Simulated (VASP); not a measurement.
CuAs3:

```
Cu As
1.0
     4.18838    0.00000    0.00000
     0.00000    4.18838    0.00000
     0.00000    0.00000    4.18838
Cu As
1 3
Direct
  0.00000 0.00000 0.00000
  0.00000 0.50000 0.50000
  0.50000 0.00000 0.50000
  0.50000 0.50000 0.00000
```

- Program: VASP 6.6.1
- Task: relaxation of cell and atoms
- Functional: PBE
- Potentials or basis: VASP PAW PBE potentials, release 64 (Cu, As)
- Cutoff: 600 eV
- k mesh: 12 × 12 × 12
- Occupations: gaussian, width 0.1 eV
- Spin: no spin polarisation

At the start: pressure -2.5 GPa; volume 18.37 Å³/atom.

Task: How do energy, volume and symmetry change on relaxing?

Result: Over 3 steps the energy falls by 4.6 meV/atom and the volume is 17.79 Å³/atom (-3.1 %); space group Pm-3m (No. 221, to 0.1 Å) before and after.

The path:
| step | energy change (eV) | largest force (eV/Å) | pressure (GPa) | volume (Å³) |
| --- | --- | --- | --- | --- |
| 1 | 0.0000 | 0.0000 | -2.49 | 73.47 |
| 2 | -0.0168 | 0.0000 | 0.85 | 70.49 |
| 3 | -0.0185 | 0.0000 | -0.01 | 71.17 |

Final structure:
```
Cu As
1.0
     4.14406    0.00000    0.00000
     0.00000    4.14406    0.00000
     0.00000    0.00000    4.14406
Cu As
1 3
Direct
  0.00000 0.00000 0.00000
  0.00000 0.50000 0.50000
  0.50000 0.00000 0.50000
  0.50000 0.50000 0.00000
```
